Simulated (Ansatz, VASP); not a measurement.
**One calculation of Ta2N, two programs**

```
CELL_PARAMETERS angstrom
3.11286 0.00000 0.00000
-1.55643 2.69582 0.00000
0.00000 0.00000 4.86984
ATOMIC_POSITIONS crystal
Ta 0.66667 0.33333 0.74529
Ta 0.33333 0.66667 0.25471
N 0.00000 0.00000 0.00000
```

Alike in both runs: task single point; functional PBE; k mesh 6 × 6 × 4; occupations gaussian, width 0.1 eV; collinear spin.

```csv
,VASP,Ansatz
version,VASP 6.6.1,Ansatz 0.2.0
potentials or method,"VASP PAW PBE potentials, release 64 (Ta_pv, N), cutoff 520 eV","scalar-relativistic, plane waves, PAW"
valence electrons in the cell,27,31
```

Ansatz gave:

```
gap on the k mesh at the Fermi level (eV)                     : none
pressure (GPa)                                                : -1.2
traceless stress, the component that is largest in VASP (GPa) : 0.41
rms of the force components (eV/Å)                            : 0.131
net moment per atom (μB)                                      : 0.00
```

Question: Which values does VASP return?

Answer: gap on the k mesh at the Fermi level (eV): none; pressure (GPa): -0.8; traceless stress, the component that is largest in VASP (GPa): 0.33; rms of the force components (eV/Å): 0.111; net moment per atom (μB): 0.00.

Atom by atom the forces differ by 0.020 eV/Å (rms over components). A gap of «none» marks a metal or a gap that the smearing closes. VASP's potentials hold 27 valence electrons a cell and Ansatz's 31, so a difference there can come from the potentials and not from the codes. Ansatz's warnings: seeded moment not kept.

The k mesh is coarse, so the values compare programs but aren't converged. Neither program's run includes spin-orbit coupling.
